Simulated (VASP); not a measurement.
WC:

```xyz
2
Lattice="0.0000 2.1479 2.1479 2.1479 0.0000 2.1479 2.1479 2.1479 0.0000" Properties=species:S:1:pos:R:3 pbc="T T T"
W     0.0000    0.0000    0.0000
C     2.1479    2.1479    2.1479
```

This cell differs from its parent crystal: volume scaled by 0.94.

Base run:

- Program: VASP 6.6.1
- Functional: PBEsol
- Potentials or basis: VASP PAW PBE potentials, release 64 (W_sv, C)
- Cutoff: 520 eV
- k mesh: 10 × 10 × 10
- Occupations: fermi-dirac, width 0.05 eV
- Spin: no spin polarisation

Its results: band gap on the k mesh zero (band 9 reaches 14.40 eV, above the bottom of band 10 at 10.90 eV); pressure 15.6 GPa.

Problem. The run is repeated on the same cell with these changes: functional from PBEsol to PBE. What comes out?

Solution. Band gap on the k mesh zero (band 9 reaches 14.55 eV, above the bottom of band 10 at 11.06 eV); pressure 25.1 GPa.

PBE binds less tightly than PBEsol, so the same cell stands under more pressure.

Caveats: spin-orbit coupling is left out, which moves the levels of the heavy elements; the PAW data sets were made with another functional, which shifts forces and pressure a little (some runs).
